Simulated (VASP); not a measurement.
# Cr3CdN (P-6m2) in VASP: single point with PBE

Aim: the single point of Cr3CdN with PBE.

Everything below comes from runs of VASP 6.6.1. Logs are shortened: lines on timing, memory, paths and dates and some standing lists are left out, and cuts for length are marked.

### 1 The cell of the first run

Symmetry: P-6m2, No. 187, hexagonal system. The conventional cell has a = 4.082 Å, b = 4.082 Å, c = 6.919 Å, α = 90.00°, β = 90.00°, γ = 120.00°. Within 2.9 Å of Cr (site symmetry -6m2) lie 2 Cr at 2.20 Å and 3 Cd at 2.36 Å. Cr (site symmetry 3m) has 2 Cr at 2.20 to 2.52 Å and 3 N at 2.67 Å within 2.9 Å. Cd (site symmetry -6m2) has 3 Cr at 2.36 Å within 3.1 Å. Within 3.5 Å of N (site symmetry -6m2) lie 6 Cr at 2.67 Å and 2 Cd at 3.46 Å.

### 2 Single point, PBE, collinear spin, ferromagnetic start

INCAR

```
PREC = Accurate ; ENCUT = 520
EDIFF = 1E-7 ; ISMEAR = 0
SIGMA = 0.1 ; LREAL = F
LASPH = T ; NELM = 150
ALGO = Normal ; ISIF = 2
LWAVE = F ; LCHARG = F
ISPIN = 2 ; MAGMOM = 3 3 3 0 0
LORBIT = 11 ; LMAXMIX = 4
GGA = PE ; NBANDS = 38
```

KPOINTS

```
Automatic mesh
0
Gamma
  6 6 4
```

POSCAR

```
Cr3CdN
1.0
    4.0818729556     -0.0000000031      0.0000000000
   -2.0409364752      3.5350056761      0.0000000000
    0.0000000000      0.0000000000      6.9191392303
Cr Cd N
3 1 1
Direct
    0.3333333333      0.6666666667      0.0000000000
    0.3333333333      0.6666666667      0.6823817422
    0.3333333333      0.6666666667      0.3176182578
    0.6666666667      0.3333333333      0.0000000000
    0.6666666667      0.3333333333      0.5000000000
```

Potentials or basis: VASP PAW PBE potentials, release 64 (Cr_pv, Cd, N).

Run with:

```sh
> cat potpaw_PBE.64/Cr_pv/POTCAR potpaw_PBE.64/Cd/POTCAR potpaw_PBE.64/N/POTCAR > POTCAR
> mpirun -np 1 vasp_std > vasp.out
```

OUTCAR:

```text
PREC = Accurate
   ENCUT = 520
   EDIFF = 1E-7
   ISMEAR = 0
   LREAL = F
   LASPH = T
   NELM = 150
   ISIF = 2
   ISPIN = 2
   LORBIT = 11
   GGA = PE

 ion  position               nearest neighbor table
   1  0.333  0.667  0.000-   2 2.20   3 2.20   4 2.36   4 2.36   4 2.36
   2  0.333  0.667  0.682-   1 2.20   3 2.52   4 3.22   4 3.22   4 3.22
   3  0.333  0.667  0.318-   1 2.20   2 2.52   4 3.22   4 3.22   4 3.22
   4  0.667  0.333  0.000-   1 2.36   1 2.36   1 2.36   2 3.22   3 3.22   2 3.22   3 3.22   3 3.22
                             2 3.22
   5  0.667  0.333  0.500-

  LATTYP: Found a hexagonal cell.
 ALAT       =     4.0818729556
 C/A-ratio  =     1.6950893145

  Lattice vectors:

 A1 = (   4.0818729556,  -0.0000000031,   0.0000000000)
 A2 = (  -2.0409364752,   3.5350056761,   0.0000000000)
 A3 = (   0.0000000000,   0.0000000000,   6.9191392303)

Analysis of symmetry for initial positions (statically):
=====================================================================
 Subroutine PRICEL returns:
 Original cell was already a primitive cell.

 Routine SETGRP: Setting up the symmetry group for a
 hexagonal supercell.

 Subroutine GETGRP returns: Found 12 space group operations
 (whereof 12 operations were pure point group operations)
 out of a pool of 24 trial point group operations.

The static configuration has the point symmetry D_3h.

Analysis of symmetry for dynamics (positions and initial velocities):
=====================================================================
 Subroutine PRICEL returns:
 Original cell was already a primitive cell.

 Routine SETGRP: Setting up the symmetry group for a
 hexagonal supercell.

 Subroutine GETGRP returns: Found 12 space group operations
 (whereof 12 operations were pure point group operations)
 out of a pool of 24 trial point group operations.

The dynamic configuration has the point symmetry D_3h.

Analysis of structural, dynamic, and magnetic symmetry:
=====================================================================
 Subroutine PRICEL returns:
 Original cell was already a primitive cell.

 Routine SETGRP: Setting up the symmetry group for a
 hexagonal supercell.

 Subroutine GETGRP returns: Found 12 space group operations
 (whereof 12 operations were pure point group operations)
 out of a pool of 24 trial point group operations.

The overall configuration has the point symmetry D_3h.

 Subroutine INISYM returns: Found 12 space group operations
 (whereof 12 operations are pure point group operations),
 and found     1 'primitive' translations

[... 125 lines left out ...]
   LEPSILON=     F    determine dielectric tensor
   LRPA    =     F    only Hartree local field effects (RPA)
 spin polarized calculation
 Gauss-broadening in eV      SIGMA  =   0.10
  energy-cutoff  :      520.00
  volume of cell :       99.84
 maximum number of plane-waves:      2714
   NGX = 15   NGY = 15   NGZ = 25

 number of electron      53.0000006 magnetization       4.1399019

 Free energy of the ion-electron system (eV)
  ---------------------------------------------------
  ext. energy  EPLUGINS =         0.00000000
  ---------------------------------------------------
  free energy    TOTEN  =       -28.40662288 eV

  energy without entropy =      -28.38375161  energy(sigma->0) =      -28.39518725

 E-fermi :   3.4294     XC(G=0):  -9.9366

 val. band max:        3.4181341274   @ k =   0.3333   0.1667   0.2500
 cond. band min:       3.4336584262   @ k =   0.3333   0.0000   0.0000
 fundamental gap:      0.0155242988
 Fermi energy:         3.4294428162

 spin component 1

 k-point     1 :       0.0000    0.0000    0.0000
  band No.  band energies     occupation
      1     -40.9048      1.00000
      2     -40.7620      1.00000
      3     -40.6398      1.00000
      4     -40.6398      1.00000
      5     -40.6117      1.00000
      6     -40.6117      1.00000
[... 850 lines left out ...]
     37       6.4695      0.00000
     38       7.7751      0.00000
 Fermi energy:         3.4294428162

 spin component 2

 k-point     1 :       0.0000    0.0000    0.0000
  band No.  band energies     occupation
      1     -40.3139      1.00000
      2     -40.3139      1.00000
      3     -40.2412      1.00000
      4     -37.6890      1.00000
      5     -37.2887      1.00000
      6     -37.0722      1.00000
[... 850 lines left out ...]
     37       7.3147      0.00000
     38       7.7290      0.00000

------------------------ aborting loop because EDIFF is reached ----------------------------------------

  FORCE on cell =-STRESS in cart. coord.  units (eV):
  Direction    XX          YY          ZZ          XY          YZ          ZX
  --------------------------------------------------------------------------------------
  -------------------------------------------------------------------------------------
  Total        0.2783679      0.2783679      0.3142524     -0.0000000     -0.0000000      0.0000000
  in kB        4.4671246      4.4671246      5.0429832     -0.0000000     -0.0000000      0.0000000
  external PRESSURE =       4.6590774 kB  Pullay stress =       0.0000000 kB

 VOLUME and BASIS-vectors are now :
 -----------------------------------------------------------------------------
  energy-cutoff  :      520.00
  volume of cell :       99.84
      direct lattice vectors                 reciprocal lattice vectors
     4.081872956 -0.000000003  0.000000000     0.244985577  0.141442488  0.000000000
    -2.040936475  3.535005676  0.000000000     0.000000000  0.282884977  0.000000000
     0.000000000  0.000000000  6.919139230     0.000000000  0.000000000  0.144526648

 POSITION                                       TOTAL-FORCE (eV/Angst)
 -----------------------------------------------------------------------------------
      0.00000      2.35667      0.00000        -0.000000      0.000000      0.000000
      0.00000      2.35667      4.72149        -0.000000      0.000000     -0.081276
      0.00000      2.35667      2.19764        -0.000000     -0.000000      0.081276
      2.04094      1.17834      0.00000         0.000000      0.000000      0.000000
      2.04094      1.17834      3.45957         0.000000      0.000000      0.000000
 -----------------------------------------------------------------------------------
    total drift:                                0.000002     -0.000001     -0.000000

  FREE ENERGIE OF THE ION-ELECTRON SYSTEM (eV)
  ---------------------------------------------------
  free  energy   TOTEN  =       -28.4066228807 eV

  energy  without entropy=      -28.3837516118  energy(sigma->0) =      -28.39518725

 total charge

# of ion       s       p       d       tot
------------------------------------------
    1        0.452   6.234   4.482  11.168
    2        0.252   6.118   4.157  10.527
    3        0.252   6.118   4.157  10.527
    4        0.695   0.396   9.468  10.559
    5        1.303   2.070   0.000   3.373
--------------------------------------------------
tot          2.953  20.936  22.264  46.154

 magnetization (x)

# of ion       s       p       d       tot
------------------------------------------
    1       -0.043   0.029  -2.643  -2.657
    2        0.063   0.026   3.369   3.458
    3        0.063   0.026   3.369   3.458
    4        0.003  -0.071  -0.028  -0.096
    5        0.007  -0.427   0.000  -0.420
--------------------------------------------------
tot          0.095  -0.418   4.067   3.744
```

OSZICAR:

```text
N       E                     dE             d eps       ncg     rms          rms(c)
DAV:   1     0.593772933425E+03    0.59377E+03   -0.29611E+04  3264   0.147E+03
DAV:   2     0.723691810139E+01   -0.58654E+03   -0.56391E+03  3294   0.447E+02
DAV:   3    -0.307129941282E+02   -0.37950E+02   -0.35650E+02  4124   0.117E+02
[... 19 lines left out ...]
DAV:  23    -0.284066073279E+02    0.13611E-04   -0.81500E-05  3582   0.526E-02    0.513E-02
DAV:  24    -0.284066221310E+02   -0.14803E-04   -0.28050E-05  4124   0.341E-02    0.185E-02
DAV:  25    -0.284066224486E+02   -0.31768E-06   -0.25101E-06  3888   0.842E-03    0.110E-02
DAV:  26    -0.284066227936E+02   -0.34494E-06   -0.59003E-07  3392   0.418E-03    0.375E-03
DAV:  27    -0.284066228807E+02   -0.87151E-07   -0.83144E-08  2286   0.154E-03
   1 F= -.28406623E+02 E0= -.28395187E+02  d E =-.228713E-01  mag=     4.1399
```

stdout:

```text
POSCAR found type information on POSCAR CrCdN
 POSCAR found :  3 types and       5 ions
 scaLAPACK will be used
 LDA part: xc-table for (Slater+PW92), standard interpolation
 POSCAR, INCAR and KPOINTS ok, starting setup
 FFT: planning ... GRIDC
 FFT: planning ... GRID_SOFT
 FFT: planning ... GRID
 WAVECAR not read
 entering main loop
```

It used 510 s of CPU time on 1 thread of AMD EPYC 7R13 Processor (Zen 3), on a shared host.

What came out:

```yaml
Free_energy: -28.4066 eV
Pressure: 0.5 GPa
Largest_force: 0.081 eV/Å
Net_moment: 4.14 μB per cell
Site_moments: Cr -2.66, +3.46; Cd -0.10; N -0.42 μB
Valence_electrons_inside_the_program's_atomic_spheres: Cr 11.17, 10.53; Cd 10.56; N 3.37
```

Forces in eV/Å, atoms in the order of the input:
```
Cr   0.000  0.000  0.000
Cr   0.000  0.000 -0.081
Cr   0.000  0.000  0.081
Cd   0.000  0.000  0.000
N    0.000  0.000  0.000
```

Caveat: only a ferromagnetic start was run, and an antiferromagnetic order may lie lower in energy. With open d or f shells a metallic result of PBE can be an artefact of self-interaction; +U or a hybrid may open a gap.
